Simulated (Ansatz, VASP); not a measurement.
# Two plane-wave programs on Lu4SiF

INCAR

```
ALGO     = Normal         # electronic algorithm
EDIFF    = 1E-6           # SCF threshold, eV
ENCUT    = 520            # plane-wave cutoff, eV
GGA      = PE             # functional
ISIF     = 2              # what is computed and relaxed
ISMEAR   = 0              # smearing method
LASPH    = True           # aspherical terms in the spheres
LCHARG   = True           # write CHGCAR
LELF     = True           # ELF
LREAL    = False          # projectors in reciprocal space
LVHAR    = True         
LWAVE    = False          # write WAVECAR
NBANDS   = 64             # bands
NELM     = 80             # most SCF steps
PREC     = Accurate       # precision mode
SIGMA    = 0.1            # smearing width, eV
```

KPOINTS

```
k-points
0
Gamma
  4 4 2
```

POSCAR

```
Lu4SiF
1.0
    3.9665034600      0.0000000000      0.0000000000
    0.0000000000      3.9665034600      0.0000000000
    0.0000000000      0.0000000000      8.2683994800
Lu Si F
4 1 1
Direct
    0.0000000000      0.5000000000      0.2526677400
    0.5000000000      0.0000000000      0.2526677400
    0.0000000000      0.5000000000      0.7473322600
    0.5000000000      0.0000000000      0.7473322600
    0.0000000000      0.0000000000      0.0000000000
    0.0000000000      0.0000000000      0.5000000000
```

Input for Ansatz:

```yaml
crystal:
  lattice:
    - [3.96650346, 0.0, 0.0]
    - [0.0, 3.96650346, 0.0]
    - [0.0, 0.0, 8.26839948]
  atoms:
    - { symbol: Lu, position: [0.0, 0.5, 0.25266774] }
    - { symbol: Lu, position: [0.5, 0.0, 0.25266774] }
    - { symbol: Lu, position: [0.0, 0.5, 0.74733226] }
    - { symbol: Lu, position: [0.5, 0.0, 0.74733226] }
    - { symbol: Si, position: [0.0, 0.0, 0.0] }
    - { symbol: F, position: [0.0, 0.0, 0.5] }
basis:
  ecutwfc: 420
kpoints:
  mp_grid: { grid: [4, 4, 2] }
hamiltonian:
  xc: pbe
scf:
  occupations: { method: gaussian, width: 0.1 }
  lower_state_search: "off"
output:
  forces: true
  stress: true
  eigenvalues: true
```

Alike in both runs: task single point; functional PBE; k mesh 4 × 4 × 2; occupations gaussian, width 0.1 eV; no spin polarisation.

|  | VASP | Ansatz |
| --- | --- | --- |
| version | VASP 6.6.1 | Ansatz 0.2.0 |
| potentials or method | VASP PAW PBE potentials, release 64 (Lu, Si, F), cutoff 520 eV | scalar-relativistic, plane waves, PAW |
| valence electrons in the cell | 111 | 111 |

VASP gave:

- gap on the k mesh at the Fermi level (eV): none
- pressure (GPa): 10.4
- traceless stress, the component that is largest in VASP (GPa): -21.06
- rms of the force components (eV/Å): 0.206

Task: Estimate Ansatz's values.

Result: gap on the k mesh at the Fermi level (eV): none; pressure (GPa): 10.1; traceless stress, the component that is largest in VASP (GPa): -20.82; rms of the force components (eV/Å): 0.210.

Atom by atom the forces differ by 0.004 eV/Å (rms over components). A gap of «none» marks a metal or a gap that the smearing closes. With one functional, cell and mesh, what is left measures potentials, basis and numerics.

The k mesh is coarse, so the values compare programs but aren't converged. Neither program's run includes spin-orbit coupling.
